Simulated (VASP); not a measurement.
A run of VASP 6.6.1 is set up as follows.

The input POSCAR:

```
HgTe
1.0
    0.0000000000      3.1800000000      3.1800000000
    3.1800000000      0.0000000000      3.1800000000
    3.1800000000      3.1800000000      0.0000000000
Hg Te
1 1
Direct
    0.0000000000      0.0000000000      0.0000000000
    0.5000000000      0.5000000000      0.5000000000
```

INCAR.step1

```
PREC = Accurate
ENCUT = 520
EDIFF = 1E-5
ISMEAR = -1
SIGMA = 0.05
LREAL = F
LASPH = T
NELM = 60
ALGO = Normal
ISIF = 2
LWAVE = T
NBANDS = 16
GGA = PE
```

File INCAR.step2:

```
PREC = Accurate
ENCUT = 520
EDIFF = 1E-6
ISMEAR = -1
SIGMA = 0.05
LREAL = F
LASPH = T
NELM = 60
ALGO = Normal
ISIF = 2
LWAVE = F
LCHARG = T
GGA = PE
LHFCALC = T
HFSCREEN = 0.2079
PRECFOCK = Normal
LELF = T
LVHAR = T
NBANDS = 16
ISTART = 1
```

KPOINTS

```
regular mesh
0
Gamma
  4 4 4
```

Potentials or basis: VASP PAW PBE potentials, release 64 (Hg, Te).

Command:

```console
$ cat potpaw_PBE.64/Hg/POTCAR potpaw_PBE.64/Te/POTCAR > POTCAR
$ cp INCAR.step1 INCAR
$ mpirun -np 1 vasp_std > vasp.out
$ cp INCAR.step2 INCAR
$ mpirun -np 1 vasp_std > vasp.out
```

Task: What does it give for the band gap on the k mesh?

Result: Zero (bands 9 and 10 overlap by 2.14 eV).

Task: What does it give for the pressure?

Result: -4.4 GPa.

Caveat: the k points lie up to 0.43 Å⁻¹ apart, too coarse for converged energies and pressures of a metal; the PAW data sets were made with another functional, which shifts forces and pressure a little; spin-orbit coupling is left out, which moves the levels of the heavy elements.
